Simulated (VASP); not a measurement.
# CuAu (P4/mmm) in VASP: a series of runs, part 2 of 2

VASP 6.6.1. The steps go on from the part before.

## Step 4: Single point, r2SCAN

This run uses another cell than the first one, of 15.43 Å³/atom, 1.039 times its volume.

POSCAR

```
CuAu
1.0
    2.8658761851      0.0000000000      0.0000000000
    0.0000000000      2.8658761851      0.0000000000
    0.0000000000      0.0000000000      3.7572732506
Au Cu
1 1
Direct
    0.0000000000      0.0000000000      0.0000000000
    0.5000000000      0.5000000000      0.5000000000
```

INCAR.step1

```
SYSTEM = CuAu
ALGO     = Normal         ! electronic algorithm
EDIFF    = 1E-4           ! SCF threshold, eV
ENCUT    = 520            ! plane-wave cutoff, eV
GGA      = PE             ! functional
ISMEAR   = -1             ! smearing method
LASPH    = .TRUE.         ! aspherical terms in the spheres
LCHARG   = .FALSE.        ! write CHGCAR
LREAL    = .FALSE.        ! projectors in reciprocal space
LWAVE    = .TRUE.         ! write WAVECAR
NBANDS   = 18             ! bands
NELM     = 80             ! most SCF steps
PREC     = Accurate       ! precision mode
SIGMA    = 0.05           ! smearing width, eV
```

INCAR.step2

```
SYSTEM = CuAu
ALGO     = Normal         ! electronic algorithm
EDIFF    = 1E-7           ! SCF threshold, eV
ENCUT    = 520            ! plane-wave cutoff, eV
ISIF     = 2              ! what is computed and relaxed
ISMEAR   = -1             ! smearing method
ISTART   = 1            
LASPH    = .TRUE.         ! aspherical terms in the spheres
LCHARG   = .FALSE.        ! write CHGCAR
LMIXTAU  = .TRUE.       
LREAL    = .FALSE.        ! projectors in reciprocal space
LWAVE    = .FALSE.        ! write WAVECAR
METAGGA  = R2SCAN         ! meta-GGA
NBANDS   = 18             ! bands
NELM     = 80             ! most SCF steps
PREC     = Accurate       ! precision mode
SIGMA    = 0.05           ! smearing width, eV
```

KPOINTS

```
k-points
0
G
  9 9 7
  0 0 0
```

Potentials or basis: VASP PAW PBE potentials, release 64 (Au, Cu).

Command:

```console
$ cat potpaw_PBE.64/Au/POTCAR potpaw_PBE.64/Cu/POTCAR > POTCAR
$ cp INCAR.step1 INCAR
$ mpirun -np 1 vasp_std > vasp.out
$ cp INCAR.step2 INCAR
$ mpirun -np 1 vasp_std > vasp.out
```

OUTCAR:

```text
SYSTEM = CuAu
   EDIFF = 1E-7
   ENCUT = 520
   ISIF = 2
   ISMEAR = -1
   ISTART = 1
   LASPH = .TRUE.
   LREAL = .FALSE.
   METAGGA = R2SCAN
   NELM = 80
   PREC = Accurate

 ion  position               nearest neighbor table
   1  0.000  0.000  0.000-   2 2.76   2 2.76   2 2.76   2 2.76   2 2.76   2 2.76   2 2.76   2 2.76

   2  0.500  0.500  0.500-   1 2.76   1 2.76   1 2.76   1 2.76   1 2.76   1 2.76   1 2.76   1 2.76

  LATTYP: Found a simple tetragonal cell.
 ALAT       =     2.8658761851
 C/A-ratio  =     1.3110382333

  Lattice vectors:

 A1 = (   2.8658761851,   0.0000000000,   0.0000000000)
 A2 = (   0.0000000000,   2.8658761851,   0.0000000000)
 A3 = (   0.0000000000,   0.0000000000,   3.7572732506)

Analysis of symmetry for initial positions (statically):
=====================================================================
 Subroutine PRICEL returns:
 Original cell was already a primitive cell.

 Routine SETGRP: Setting up the symmetry group for a
 simple tetragonal supercell.

 Subroutine GETGRP returns: Found 16 space group operations
 (whereof 16 operations were pure point group operations)
 out of a pool of 16 trial point group operations.

The static configuration has the point symmetry D_4h.

Analysis of symmetry for dynamics (positions and initial velocities):
=====================================================================
 Subroutine PRICEL returns:
 Original cell was already a primitive cell.

 Routine SETGRP: Setting up the symmetry group for a
 simple tetragonal supercell.

 Subroutine GETGRP returns: Found 16 space group operations
 (whereof 16 operations were pure point group operations)
 out of a pool of 16 trial point group operations.

The dynamic configuration has the point symmetry D_4h.

 Subroutine INISYM returns: Found 16 space group operations
[... 104 lines left out ...]
   ISYM   =      2    0-nonsym 1-usesym 2-fastsym
   POTIM  = 0.5000    time-step for ionic-motion
   TEBEG  =    0.0;   TEEND  =   0.0 temperature during run
   PSTRESS=    0.0 pullay stress
   NELECT =      22.0000    total number of electrons
   NUPDOWN=      -1.0000    fix difference up-down
   EMIN   =  10.00;   EMAX   =-10.00  energy-range for DOS
   EFERMI =   0.00;   METHOD = LEGACY
   ISMEAR =    -1;   SIGMA  =   0.05  broadening in eV -4-tet -1-fermi 0-gaus
   EFERMI_NEDOS =   21; number of points for ismear=-14 and -15
   IALGO  =     38    algorithm
   IMIX   =      4    mixing-type and parameters
     AMIX     =   0.40;   BMIX     =  1.00
     AMIX_MAG =   1.60;   BMIX_MAG =  1.00
  volume/ion in A,a.u.               =      15.43       104.12
  Fermi-wavevector in a.u.,A,eV,Ry     =   1.462468  2.763665 29.100332  2.138814
  Thomas-Fermi vector in A             =   2.578678
   LORBIT       =      0    0 simple, 1 ext, 2 COOP (PROOUT), +10 PAW based schemes
   METAGGA = R2SCAN    functional components
   LHFCALC =     F    Hartree Fock is set to
   AEXX    =    0.0000 exact exchange contribution
   IVDW    =     0    specifies the selected vdW correction
   LEPSILON=     F    determine dielectric tensor
   LRPA    =     F    only Hartree local field effects (RPA)
 non-spin polarized calculation
  energy-cutoff  :      520.00
  volume of cell :       30.86
 maximum number of plane-waves:       842
 NGX is ok and might be reduce to    24
   NGX = 11   NGY = 11   NGZ = 13

 number of electron      22.0000003 magnetization

 Free energy of the ion-electron system (eV)
  ---------------------------------------------------
  ext. energy  EPLUGINS =         0.00000000
  ---------------------------------------------------
  free energy    TOTEN  =       -61.51399421 eV

  energy without entropy =      -61.50979389  energy(sigma->0) =      -61.51189405

 E-fermi :   7.7453     XC(G=0): -13.2024

 val. band max:        7.6652776719   @ k =   0.1111   0.1111   0.2857
 cond. band min:       7.7615446214   @ k =   0.3333   0.1111   0.4286
 fundamental gap:      0.0962669495
 Fermi energy:         7.7452609003

 k-point     1 :       0.0000    0.0000    0.0000
  band No.  band energies     occupation
      1      -1.7456      2.00000
      2       1.2894      2.00000
      3       1.4800      2.00000
      4       3.7018      2.00000
      5       3.7018      2.00000
      6       4.6604      2.00000
[... 481 lines left out ...]
      5       3.7177      2.00000
      6       4.4062      2.00000
[... 10 lines left out ...]
     17      22.8487      0.00000
     18      23.6610      0.00000

 [... further k-points ...]
[... 5 lines left out ...]
  --------------------------------------------------------------------------------------
  -------------------------------------------------------------------------------------
  Total       -1.5341606     -1.5341606     -1.4820157      0.0000000      0.0000000      0.0000000
  in kB      -79.6514648    -79.6514648    -76.9441761      0.0000000      0.0000000      0.0000000
  external PRESSURE =     -78.7490352 kB  Pullay stress =       0.0000000 kB

 VOLUME and BASIS-vectors are now :
 -----------------------------------------------------------------------------
  energy-cutoff  :      520.00
  volume of cell :       30.86
      direct lattice vectors                 reciprocal lattice vectors
     2.865876185  0.000000000  0.000000000     0.348933427  0.000000000  0.000000000
     0.000000000  2.865876185  0.000000000     0.000000000  0.348933427  0.000000000
     0.000000000  0.000000000  3.757273251     0.000000000  0.000000000  0.266150459

 POSITION                                       TOTAL-FORCE (eV/Angst)
 -----------------------------------------------------------------------------------
      0.00000      0.00000      0.00000         0.000000      0.000000      0.000000
      1.43294      1.43294      1.87864         0.000000      0.000000      0.000000
 -----------------------------------------------------------------------------------
    total drift:                                0.000000      0.000000     -0.000000

  FREE ENERGIE OF THE ION-ELECTRON SYSTEM (eV)
  ---------------------------------------------------
  free  energy   TOTEN  =       -61.5139942082 eV

  energy  without entropy=      -61.5097938931  energy(sigma->0) =      -61.51189405
```

OUTCAR.step1:

```text
SYSTEM = CuAu
   EDIFF = 1E-4
   ENCUT = 520
   GGA = PE
   ISMEAR = -1
   LASPH = .TRUE.
   LREAL = .FALSE.
[... 726 lines left out ...]
      0.00000      0.00000      0.00000         0.000000      0.000000      0.000000
      1.43294      1.43294      1.87864         0.000000      0.000000      0.000000
 -----------------------------------------------------------------------------------
    total drift:                                0.000000      0.000000     -0.000000

  FREE ENERGIE OF THE ION-ELECTRON SYSTEM (eV)
  ---------------------------------------------------
  free  energy   TOTEN  =        -7.0687290494 eV

  energy  without entropy=       -7.0643480144  energy(sigma->0) =       -7.06653853
```

OSZICAR.step1:

```text
N       E                     dE             d eps       ncg     rms          rms(c)
DAV:   1     0.128411301198E+03    0.12841E+03   -0.10852E+04  2328   0.168E+03
DAV:   2    -0.293668666875E+01   -0.13135E+03   -0.12292E+03  2192   0.293E+02
DAV:   3    -0.794797201990E+01   -0.50113E+01   -0.49189E+01  2554   0.678E+01
DAV:   4    -0.801860934912E+01   -0.70637E-01   -0.70582E-01  2736   0.665E+00
DAV:   5    -0.802039614928E+01   -0.17868E-02   -0.17867E-02  2784   0.108E+00    0.103E+01
DAV:   6    -0.754903352727E+01    0.47136E+00   -0.76506E+00  2322   0.721E+01    0.536E+00
DAV:   7    -0.711705738522E+01    0.43198E+00   -0.26516E+00  2640   0.755E+01    0.496E+00
DAV:   8    -0.707472859553E+01    0.42329E-01   -0.19177E-01  3184   0.958E+00    0.251E+00
DAV:   9    -0.706909567377E+01    0.56329E-02   -0.12363E-02  3288   0.205E+00    0.136E-01
DAV:  10    -0.706873389998E+01    0.36177E-03   -0.23387E-03  2698   0.699E-01    0.764E-02
DAV:  11    -0.706872904935E+01    0.48506E-05   -0.56850E-05  1248   0.782E-02
   1 F= -.70687290E+01 E0= -.70665385E+01  d E =-.438103E-02
```

It took 57 s on 1 thread of Intel Xeon Platinum 8559C (Emerald Rapids), shared host; peak memory 0.17 GiB.

What came out:

```yaml
Free_energy: -61.5140 eV
Pressure: -7.9 GPa
Band_gap_on_the_k_mesh: zero (band 11 reaches 11.18 eV, above the bottom of band 12 at 5.80 eV)
```

Stress tensor (GPa, compression positive):
```
-7.97  0.00  0.00
 0.00 -7.97  0.00
 0.00  0.00 -7.69
```

Caveat: the PAW data sets were made with another functional, which shifts forces and pressure a little; spin-orbit coupling is left out, which moves the levels of the heavy elements.

## Step 5: Single point, LDA

This run uses another cell than the first one, of 14.56 Å³/atom, 0.980 times its volume.

INCAR

```
SYSTEM = CuAu
PREC = Accurate ; ENCUT = 520
EDIFF = 1E-6 ; ISMEAR = 0
SIGMA = 0.05 ; LREAL = .False.
LASPH = .True. ; NELM = 60
ALGO = Normal ; ISIF = 2
LWAVE = .False. ; LCHARG = .False.
GGA = CA ; NBANDS = 18
```

KPOINTS

```
regular mesh
0
Gamma
  8 8 6
  0 0 0
```

POSCAR

```
CuAu
1.0
    2.8107494552      0.0000000000      0.0000000000
    0.0000000000      2.8107494552      0.0000000000
    0.0000000000      0.0000000000      3.6850000000
Au Cu
1 1
Direct
    0.0000000000      0.0000000000      0.0000000000
    0.5000000000      0.5000000000      0.5000000000
```

Potentials or basis: VASP PAW LDA potentials, release 64 (Au, Cu).

Command:

```console
$ cat potpaw_LDA.64/Au/POTCAR potpaw_LDA.64/Cu/POTCAR > POTCAR
$ mpirun -np 1 vasp_std > vasp.out
```

OUTCAR:

```text
SYSTEM = CuAu
   PREC = Accurate
   ENCUT = 520
   EDIFF = 1E-6
   ISMEAR = 0
   LREAL = .False.
   LASPH = .True.
   NELM = 60
   ISIF = 2
   GGA = CA

 ion  position               nearest neighbor table
   1  0.000  0.000  0.000-   2 2.71   2 2.71   2 2.71   2 2.71   2 2.71   2 2.71   2 2.71   2 2.71

   2  0.500  0.500  0.500-   1 2.71   1 2.71   1 2.71   1 2.71   1 2.71   1 2.71   1 2.71   1 2.71

  LATTYP: Found a simple tetragonal cell.
 ALAT       =     2.8107494552
 C/A-ratio  =     1.3110382333

  Lattice vectors:

 A1 = (   2.8107494552,   0.0000000000,   0.0000000000)
[... 675 lines left out ...]
      6       5.1987      2.00000
[... 10 lines left out ...]
     17      22.5545      0.00000
     18      24.2139      0.00000

 [... further k-points ...]
[... 5 lines left out ...]
  --------------------------------------------------------------------------------------
  -------------------------------------------------------------------------------------
  Total       -1.3045788     -1.3045788     -1.7853955      0.0000000      0.0000000      0.0000000
  in kB      -71.7958153    -71.7958153    -98.2569463      0.0000000      0.0000000      0.0000000
  external PRESSURE =     -80.6161923 kB  Pullay stress =       0.0000000 kB

 VOLUME and BASIS-vectors are now :
 -----------------------------------------------------------------------------
  energy-cutoff  :      520.00
  volume of cell :       29.11
      direct lattice vectors                 reciprocal lattice vectors
     2.810749455  0.000000000  0.000000000     0.355776997  0.000000000  0.000000000
     0.000000000  2.810749455  0.000000000     0.000000000  0.355776997  0.000000000
     0.000000000  0.000000000  3.685000000     0.000000000  0.000000000  0.271370421

 POSITION                                       TOTAL-FORCE (eV/Angst)
 -----------------------------------------------------------------------------------
      0.00000      0.00000      0.00000         0.000000      0.000000      0.000000
      1.40537      1.40537      1.84250         0.000000      0.000000      0.000000
 -----------------------------------------------------------------------------------
    total drift:                                0.000000      0.000000     -0.000000

  FREE ENERGIE OF THE ION-ELECTRON SYSTEM (eV)
  ---------------------------------------------------
  free  energy   TOTEN  =        -9.2114945172 eV

  energy  without entropy=       -9.2108190121  energy(sigma->0) =       -9.21115676
```

stdout:

```text
POSCAR found type information on POSCAR AuCu
 POSCAR found :  2 types and       2 ions
 scaLAPACK will be used
 LDA part: xc-table for (Slater(with rela. corr.)+CA(PZ))
 , standard interpolation
 POSCAR, INCAR and KPOINTS ok, starting setup
 FFT: planning ... GRIDC
 FFT: planning ... GRID_SOFT
 FFT: planning ... GRID
 WAVECAR not read
 entering main loop
```

Wall time 25 s (1 thread of Intel Xeon 6975P-C, shared host); peak memory 0.16 GiB.

Results:

```yaml
Free_energy: -9.2115 eV
Pressure: -8.1 GPa
Band_gap_on_the_k_mesh: zero (band 11 reaches 13.76 eV, above the bottom of band 12 at 6.48 eV)
```

Caveat: spin-orbit coupling is left out, which moves the levels of the heavy elements.

## Step 6: The runs side by side

| level | potentials or basis | cell | k mesh | smearing | gap on the mesh (eV) | pressure (GPa) |
| --- | --- | --- | --- | --- | --- | --- |
| r2SCAN | VASP PAW PBE potentials, release 64 (Au, Cu) | a = 2.829, b = 2.829, c = 3.709 Å, 2 atoms | 9 × 9 × 7 | fermi-dirac 0.05 eV | none | -3.3 |
| r2SCAN | VASP PAW PBE potentials, release 64 (Au, Cu) | a = 2.848, b = 2.848, c = 3.733 Å, 2 atoms | 9 × 9 × 7 | fermi-dirac 0.05 eV | none | -5.9 |
| r2SCAN | VASP PAW PBE potentials, release 64 (Au, Cu) | a = 2.866, b = 2.866, c = 3.757 Å, 2 atoms | 9 × 9 × 7 | fermi-dirac 0.05 eV | none | -7.9 |
| LDA | VASP PAW LDA potentials, release 64 (Au, Cu) | a = 2.811, b = 2.811, c = 3.685 Å, 2 atoms | 8 × 8 × 6 | gaussian 0.05 eV | none | -8.1 |

Alike in all rows: task single point; no spin polarisation; cutoff (eV) 520.

Caveats: spin-orbit coupling is left out, which moves the levels of the heavy elements; the PAW data sets were made with another functional, which shifts forces and pressure a little (some runs).

Total energies depend on the potentials used, so only differences within one code and one set of settings carry meaning.
